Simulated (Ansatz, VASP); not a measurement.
# LiF in VASP and in Ansatz

```
Li F
1.0
     3.08105    0.00000    0.00000
    -1.54053    2.66827    0.00000
     0.00000    0.00000    4.78523
Li F
2 2
Direct
  0.33333 0.66667 0.38244
  0.66667 0.33333 0.88244
  0.33333 0.66667 0.99256
  0.66667 0.33333 0.49256
```

Alike in both runs: task single point; functional r2SCAN; k mesh 6 × 6 × 4; no spin polarisation.

```csv
,VASP,Ansatz
version,VASP 6.6.1,Ansatz 0.2.0
potentials or method,"VASP PAW PBE potentials, release 64 (Li_sv, F), cutoff 520 eV",plane waves
occupations,"gaussian, width 0.01 eV",fixed
valence electrons in the cell,20,20
```

```csv
,VASP,Ansatz,Ansatz less VASP
gap on the k mesh at the Fermi level (eV),8.68,8.58,-0.094
```

VASP's potentials were made for PBE, not for r2SCAN.

Noted on VASP's run: the cutoff is short for stress, so the pressure is rough.
